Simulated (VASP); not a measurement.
# CdS (P6_3mc) in VASP: settings compared

Aim: see how the results for CdS move with the level of theory and the settings. Levels: b88 exchange, pbe correlation. Tasks: single point.

Program: VASP 6.6.1. These are calculated values, not measurements. Logs are shortened: lines on timing, memory, paths and dates and some standing lists are left out, and cuts for length are marked.

### 1 The cell of the first run

Symmetry: P6_3mc, No. 186, hexagonal system. The conventional cell has a = 4.065 Å, b = 4.065 Å, c = 6.599 Å, α = 90.00°, β = 90.00°, γ = 120.00°. Within 3.3 Å of Cd (site symmetry 3m) lie 4 S at 2.47 to 2.49 Å. S (site symmetry 3m) has 4 Cd at 2.47 to 2.49 Å within 3.3 Å.

### 2 Single point, b88 exchange, pbe correlation, collinear spin (23.61 Å³/atom)

Input file INCAR:

```
SYSTEM = CdS
ALGO     = Normal         ! electronic algorithm
EDIFF    = 1E-6           ! SCF threshold, eV
ENCUT    = 500            ! plane-wave cutoff, eV
GGA      = LIBXC          ! functional
GGA_COMPAT= .False.      
ISIF     = 2              ! what is computed and relaxed
ISMEAR   = -5             ! smearing method
ISPIN    = 2              ! spin polarisation
LASPH    = .True.         ! aspherical terms in the spheres
LCHARG   = .False.        ! write CHGCAR
LIBXC1   = GGA_X_B88    
LIBXC2   = GGA_C_PBE    
LORBIT   = 11             ! projections on sites
LREAL    = .False.        ! projectors in reciprocal space
LWAVE    = .False.        ! write WAVECAR
MAGMOM   = 0.5 -0.25 0 0  ! initial moments
NBANDS   = 30             ! bands
NELM     = 200            ! most SCF steps
PREC     = Accurate       ! precision mode
SIGMA    = 0.05           ! smearing width, eV
```

Input file KPOINTS:

```
k-points
0
Gamma
  7 7 4
  0 0 0
```

Input file POSCAR:

```
CdS
1.0
    4.0652823512      0.0000000000      0.0000000000
   -2.0326411756      3.5206377897      0.0000000000
    0.0000000000      0.0000000000      6.5994716144
Cd S
2 2
Direct
    0.6666666667      0.3333333333      0.5000000000
    0.3333333333      0.6666666667      0.0000000000
    0.6666666667      0.3333333333      0.8750000000
    0.3333333333      0.6666666667      0.3750000000
```

Potentials or basis: VASP PAW PBE potentials, release 64 (Cd, S).

On the command line:

```
$ cat potpaw_PBE.64/Cd/POTCAR potpaw_PBE.64/S/POTCAR > POTCAR
$ mpirun -np 1 vasp_std > vasp.out
```

OUTCAR:

```text
SYSTEM = CdS
   EDIFF = 1E-6
   ENCUT = 500
   GGA = LIBXC
   ISIF = 2
   ISMEAR = -5
   ISPIN = 2
   LASPH = .True.
   LORBIT = 11
   LREAL = .False.
   NELM = 200
   PREC = Accurate

 ion  position               nearest neighbor table
   1  0.667  0.333  0.500-   3 2.47   4 2.49   4 2.49   4 2.49
   2  0.333  0.667  0.000-   4 2.47   3 2.49   3 2.49   3 2.49
   3  0.667  0.333  0.875-   1 2.47   2 2.49   2 2.49   2 2.49
   4  0.333  0.667  0.375-   2 2.47   1 2.49   1 2.49   1 2.49

  LATTYP: Found a hexagonal cell.
 ALAT       =     4.0652823512
 C/A-ratio  =     1.6233734940

  Lattice vectors:

 A1 = (   4.0652823512,   0.0000000000,   0.0000000000)
 A2 = (  -2.0326411756,   3.5206377897,   0.0000000000)
 A3 = (   0.0000000000,   0.0000000000,   6.5994716144)

Analysis of symmetry for initial positions (statically):
=====================================================================
 Subroutine PRICEL returns:
 Original cell was already a primitive cell.

 Routine SETGRP: Setting up the symmetry group for a
 hexagonal supercell.

 Subroutine GETGRP returns: Found 12 space group operations
 (whereof  6 operations were pure point group operations)
 out of a pool of 24 trial point group operations.

The static configuration has the point symmetry C_3v.
 The point group associated with its full space group is C_6v.

Analysis of symmetry for dynamics (positions and initial velocities):
=====================================================================
 Subroutine PRICEL returns:
 Original cell was already a primitive cell.

 Routine SETGRP: Setting up the symmetry group for a
 hexagonal supercell.

 Subroutine GETGRP returns: Found 12 space group operations
 (whereof  6 operations were pure point group operations)
 out of a pool of 24 trial point group operations.

The dynamic configuration has the point symmetry C_3v.
 The point group associated with its full space group is C_6v.

Analysis of structural, dynamic, and magnetic symmetry:
=====================================================================
 Subroutine PRICEL returns:
 Original cell was already a primitive cell.

 Routine SETGRP: Setting up the symmetry group for a
 hexagonal supercell.

 Subroutine GETGRP returns: Found  6 space group operations
 (whereof  6 operations were pure point group operations)
 out of a pool of 24 trial point group operations.

The overall configuration has the point symmetry C_3v.

 Subroutine INISYM returns: Found  6 space group operations
 (whereof  6 operations are pure point group operations),
 and found     1 'primitive' translations

----------------------------------------------------------------------------------------

                                     Primitive cell

  volume of cell :      94.4542

  direct lattice vectors                    reciprocal lattice vectors
     4.065282351  0.000000000  0.000000000     0.245985374  0.142019722  0.000000000
    -2.032641176  3.520637790  0.000000000     0.000000000  0.284039444  0.000000000
     0.000000000  0.000000000  6.599471614     0.000000000  0.000000000  0.151527283

  length of vectors
     4.065282351  4.065282351  6.599471614     0.284039444  0.284039444  0.151527283

  position of ions in fractional coordinates (direct lattice)
     0.666666667  0.333333333  0.500000000
     0.333333333  0.666666667  0.000000000
     0.666666667  0.333333333  0.875000000
     0.333333333  0.666666667  0.375000000

  ion indices of the primitive-cell ions
   primitive index   ion index
                 1           1
                 2           2
                 3           3
                 4           4

----------------------------------------------------------------------------------------

 KPOINTS: k-points

Automatic generation of k-mesh.
 Grid dimensions read from file:
 generate k-points for:    7    7    4

 Generating k-lattice:

  Cartesian coordinates                     Fractional coordinates (reciprocal lattice)
     0.035140768  0.020288532  0.000000000     0.142857143  0.000000000  0.000000000
     0.000000000  0.040577063  0.000000000     0.000000000  0.142857143  0.000000000
     0.000000000  0.000000000  0.037881821     0.000000000  0.000000000  0.250000000

  Length of vectors
     0.040577063  0.040577063  0.037881821

  Shift w.r.t. Gamma in fractional coordinates (k-lattice)
     0.000000000  0.000000000  0.000000000

 TETIRR: Found    270 inequivalent tetrahedra from     1176

 Subroutine IBZKPT returns following result:
 ===========================================

 Found     28 irreducible k-points:

 Following reciprocal coordinates:
            Coordinates               Weight
  0.000000  0.000000  0.000000      1.000000
  0.142857  0.000000  0.000000      6.000000
  0.285714 -0.000000  0.000000      6.000000
  0.428571  0.000000  0.000000      6.000000
  0.142857  0.142857  0.000000      6.000000
  0.285714  0.142857  0.000000     12.000000
[... 16 lines left out ...]
  0.285714 -0.000000  0.500000      6.000000
  0.428571  0.000000  0.500000      6.000000
 [... further k-points ...]
   k-points           NKPTS =     28   k-points in BZ     NKDIM =     28   number of bands    NBANDS=     30
   number of dos      NEDOS =    301   number of ions     NIONS =      4
   total plane-waves  NPLWV =  43200
   dimension x,y,z NGX =    30 NGY =   30 NGZ =   48
   dimension x,y,z NGXF=    60 NGYF=   60 NGZF=   96
   ions per type =               2   2
   NGX,Y,Z   is equivalent  to a cutoff of  12.27, 12.27, 12.09 a.u.
   NGXF,Y,Z  is equivalent  to a cutoff of  24.54, 24.54, 24.18 a.u.
 SYSTEM =  CdS
   PREC   = accura    normal or accurate (medium, high low for compatibility)
   ISTART =      0    job   : 0-new  1-cont  2-samecut
   ICHARG =      2    charge: 1-file 2-atom 10-const
   ISPIN  =      2    spin polarized calculation?
   LNONCOLLINEAR =      F non collinear calculations
   LSORBIT =      F    spin-orbit coupling
   LASPH  =      T    aspherical Exc in radial PAW
   ENCUT  =  500.0 eV  36.75 Ry    6.06 a.u.   7.41  7.41 12.03*2*pi/ulx,y,z
   NELM   =    200;   NELMIN=  2; NELMDL= -5     # of ELM steps
   EDIFF  = 0.1E-05   stopping-criterion for ELM
   LREAL  =      F    real-space projection
   EDIFFG = 0.1E-04   stopping-criterion for IOM
   NSW    =      0    number of steps for IOM
   IBRION =     -1    ionic relax: 0-MD 1-quasi-New 2-CG
   NFREE  =      0    steps in history (QN), initial steepest desc. (CG)
   ISIF   =      2    stress and relaxation
   ISYM   =      2    0-nonsym 1-usesym 2-fastsym
   POTIM  = 0.5000    time-step for ionic-motion
   TEBEG  =    0.0;   TEEND  =   0.0 temperature during run
   PSTRESS=    0.0 pullay stress
   NELECT =      36.0000    total number of electrons
   NUPDOWN=      -1.0000    fix difference up-down
   EMIN   =  10.00;   EMAX   =-10.00  energy-range for DOS
   EFERMI =   0.00;   METHOD = LEGACY
   ISMEAR =    -5;   SIGMA  =   0.05  broadening in eV -4-tet -1-fermi 0-gaus
   EFERMI_NEDOS =   21; number of points for ismear=-14 and -15
   IALGO  =     38    algorithm
   IMIX   =      4    mixing-type and parameters
     AMIX     =   0.40;   BMIX     =  1.00
     AMIX_MAG =   1.60;   BMIX_MAG =  1.00
  volume/ion in A,a.u.               =      23.61       159.35
  Fermi-wavevector in a.u.,A,eV,Ry     =   1.186958  2.243025 19.168822  1.408869
  Thomas-Fermi vector in A             =   2.323119
   LORBIT       =     11    0 simple, 1 ext, 2 COOP (PROOUT), +10 PAW based schemes
   GGA     = LIBXC    functional components
   LHFCALC =     F    Hartree Fock is set to
   AEXX    =    0.0000 exact exchange contribution
   IVDW    =     0    specifies the selected vdW correction
   LEPSILON=     F    determine dielectric tensor
   LRPA    =     F    only Hartree local field effects (RPA)
 spin polarized calculation
 Fermi weights with tetrahedron method with Bloechl corrections
  energy-cutoff  :      500.00
  volume of cell :       94.45
 maximum number of plane-waves:      2436
 NGX is ok and might be reduce to    30
   NGX = 15   NGY = 15   NGZ = 25

 number of electron      36.0000011 magnetization       0.0001407

 number of electron      36.0000011 magnetization      -0.0000087

 Free energy of the ion-electron system (eV)
  ---------------------------------------------------
  ext. energy  EPLUGINS =         0.00000000
  ---------------------------------------------------
  free energy    TOTEN  =       -11.56181799 eV

  energy without entropy =      -11.56181799  energy(sigma->0) =      -11.56181799

 E-fermi :   1.7653     XC(G=0):  -9.3991

 val. band max:        1.7064758379   @ k =   0.0000   0.0000   0.0000
 cond. band min:       3.0528105640   @ k =   0.0000   0.0000   0.0000
 fundamental gap:      1.3463347262
 Fermi energy:         1.7653426450

 spin component 1

 k-point     1 :       0.0000    0.0000    0.0000
  band No.  band energies     occupation
      1     -10.9792      1.00000
      2     -10.4949      1.00000
      3      -6.2179      1.00000
      4      -6.1925      1.00000
      5      -6.1925      1.00000
      6      -6.0926      1.00000
[... 781 lines left out ...]
     29      14.1209      0.00000
     30      14.1209      0.00000

 [... further k-points ...]

 spin component 2

 k-point     1 :       0.0000    0.0000    0.0000
  band No.  band energies     occupation
      1     -10.9792      1.00000
      2     -10.4949      1.00000
      3      -6.2178      1.00000
      4      -6.1925      1.00000
      5      -6.1925      1.00000
      6      -6.0926      1.00000
[... 781 lines left out ...]
     29      14.1209      0.00000
     30      14.1209      0.00000

 [... further k-points ...]

------------------------ aborting loop because EDIFF is reached ----------------------------------------

  FORCE on cell =-STRESS in cart. coord.  units (eV):
  Direction    XX          YY          ZZ          XY          YZ          ZX
  --------------------------------------------------------------------------------------
  -------------------------------------------------------------------------------------
  Total        3.8625317      3.8625317      4.3818626      0.0000000      0.0000000      0.0000000
  in kB       65.5181187     65.5181187     74.3272576      0.0000000      0.0000000      0.0000000
  external PRESSURE =      68.4544983 kB  Pullay stress =       0.0000000 kB

 VOLUME and BASIS-vectors are now :
 -----------------------------------------------------------------------------
  energy-cutoff  :      500.00
  volume of cell :       94.45
      direct lattice vectors                 reciprocal lattice vectors
     4.065282351  0.000000000  0.000000000     0.245985374  0.142019722  0.000000000
    -2.032641176  3.520637790  0.000000000     0.000000000  0.284039444  0.000000000
     0.000000000  0.000000000  6.599471614     0.000000000  0.000000000  0.151527283

 POSITION                                       TOTAL-FORCE (eV/Angst)
 -----------------------------------------------------------------------------------
      2.03264      1.17355      3.29974         0.000000     -0.000000     -0.081888
     -0.00000      2.34709      0.00000        -0.000000      0.000000     -0.081913
      2.03264      1.17355      5.77454        -0.000000      0.000000      0.081897
     -0.00000      2.34709      2.47480         0.000000      0.000000      0.081904
 -----------------------------------------------------------------------------------
    total drift:                                0.000000      0.000000      0.000960

  FREE ENERGIE OF THE ION-ELECTRON SYSTEM (eV)
  ---------------------------------------------------
  free  energy   TOTEN  =       -11.5618179853 eV

  energy  without entropy=      -11.5618179853  energy(sigma->0) =      -11.56181799

 total charge

# of ion       s       p       d       tot
------------------------------------------
    1        0.436   0.358   9.568  10.361
    2        0.436   0.358   9.568  10.361
    3        1.322   2.430   0.000   3.752
    4        1.322   2.430   0.000   3.752
--------------------------------------------------
tot          3.517   5.575  19.135  28.228

 magnetization (x)

# of ion       s       p       d       tot
------------------------------------------
    1        0.000   0.000  -0.000  -0.000
    2       -0.000  -0.000   0.000   0.000
    3        0.000   0.000   0.000   0.000
    4       -0.000   0.000   0.000  -0.000
--------------------------------------------------
tot         -0.000  -0.000   0.000  -0.000
```

Run time: 95 s. Hardware: 1 thread of Intel Xeon Platinum 8488C (Sapphire Rapids), shared host; peak memory 0.29 GiB.

Results:

```yaml
Free_energy: -11.5618 eV
Pressure: 6.8 GPa
Largest_force: 0.082 eV/Å
Band_gap_on_the_k_mesh: 1.35 eV
Net_moment: 0.00 μB per cell
Valence_electrons_inside_the_program's_atomic_spheres: Cd 10.36; S 3.75
```

Forces on the atoms (eV/Å):
```
Cd   0.000  0.000 -0.082
Cd   0.000  0.000 -0.082
S    0.000  0.000  0.082
S    0.000  0.000  0.082
```

Caveat: the cell stands under pressure; the PAW data sets were made with another functional, which shifts forces and pressure a little.

(Continued in part 2 of 3.)
